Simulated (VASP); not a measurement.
Here is a VASP 6.6.1 calculation.

Contents of INCAR:

```
ALGO     = Fast           # electronic algorithm
EDIFF    = 1E-6           # SCF threshold, eV
ENCUT    = 520            # plane-wave cutoff, eV
GGA      = PS             # functional
ISIF     = 2              # what is computed and relaxed
ISMEAR   = 0              # smearing method
LASPH    = True           # aspherical terms in the spheres
LCHARG   = False          # write CHGCAR
LREAL    = False          # projectors in reciprocal space
LWAVE    = False          # write WAVECAR
NBANDS   = 12             # bands
NELM     = 100            # most SCF steps
PREC     = Accurate       # precision mode
SIGMA    = 0.15           # smearing width, eV
```

The input KPOINTS:

```
k-points
0
Gamma
  22 22 22
```

Contents of POSCAR:

```
Nb
1.0
   -0.1011166881      2.0656694848      2.0656694848
    2.0656694848     -0.1011166881      2.0656694848
    2.0656694848      2.0656694848     -0.1011166881
Nb
1
Direct
    0.0000000000      0.0000000000      0.0000000000
```

Potentials or basis: VASP PAW PBE potentials, release 64 (Nb_sv).

The run is started by

```bash
$ cat potpaw_PBE.64/Nb_sv/POTCAR > POTCAR
$ mpirun -np 1 vasp_std > vasp.out
```

Problem. Estimate the pressure.

Solution. -7.8 GPa.

Stress tensor (GPa, compression positive):
```
-7.85 -1.58 -1.58
-1.58 -7.85 -1.58
-1.58 -1.58 -7.85
```

Caveat: the PAW data sets were made with another functional, which shifts forces and pressure a little.
